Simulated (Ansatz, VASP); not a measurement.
**One calculation of TaN, two programs**

```xyz
2
Lattice="0.0218 2.1899 2.1899 2.1899 0.0218 2.1899 2.1899 2.1899 0.0218" Properties=species:S:1:pos:R:3 pbc="T T T"
Ta    2.2008    2.2008    2.2008
N     0.0000    0.0000    0.0000
```

Change from the starting cell: equal xy, yz and zx shear strains of +1 %, PAW files.

Alike in both runs: task electric field gradients; functional PBE; k mesh 9 × 9 × 9; occupations fermi-dirac, width 0.02 eV; no spin polarisation.

|  | VASP | Ansatz |
| --- | --- | --- |
| version | VASP 6.6.1 | Ansatz 0.2.0 |
| potentials or method | VASP PAW PBE potentials, release 64 (Ta_sv_GW, N) | PAW with Ansatz's default frozen-core files, scalar-relativistic |
| plane-wave cutoff (eV) | 520 | 420 |
| valence electrons in the cell | 18 | 18 |

VASP gave:

* size of Vzz on the site where it differs most (V/Å²): 0.2

Q: What did Ansatz give for the same quantities?

A: Size of Vzz on the site where it differs most (V/Å²): 2.2.

With one functional, cell and mesh, what is left measures potentials, basis and numerics.

Neither program's run includes spin-orbit coupling.
